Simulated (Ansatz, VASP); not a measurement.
**BaTe: VASP beside Ansatz**

```
CELL_PARAMETERS angstrom
0.00000 3.70901 3.70901
3.70901 0.00000 3.70901
3.70901 3.70901 0.00000
ATOMIC_POSITIONS crystal
Ba 0.00000 0.00000 0.00000
Te 0.50000 0.50000 0.50000
```

Change from the starting cell: hydrostatic strain +5.0%.

Alike in both runs: task single point; functional PBE; k mesh 6 × 6 × 6; occupations fermi-dirac, width 0.02 eV; no spin polarisation.

|  | VASP | Ansatz |
| --- | --- | --- |
| version | VASP 6.6.1 | Ansatz 0.2.0 |
| potentials or method | VASP PAW PBE potentials, release 64 (Ba_sv, Te) | plane waves, PAW |
| plane-wave cutoff (eV) | 520 | 420 |
| valence electrons in the cell | 16 | 26 |

|  | VASP | Ansatz | Ansatz less VASP |
| --- | --- | --- | --- |
| gap on the k mesh at the Fermi level (eV) | 1.82 | 1.87 | +0.054 |
| pressure (GPa) | -2.9 | -3.0 | -0.19 |

With one functional, cell and mesh, what is left measures potentials, basis and numerics. VASP's potentials hold 16 valence electrons a cell and Ansatz's 26, so a difference there can come from the potentials and not from the codes.

Spin-orbit coupling is off throughout.
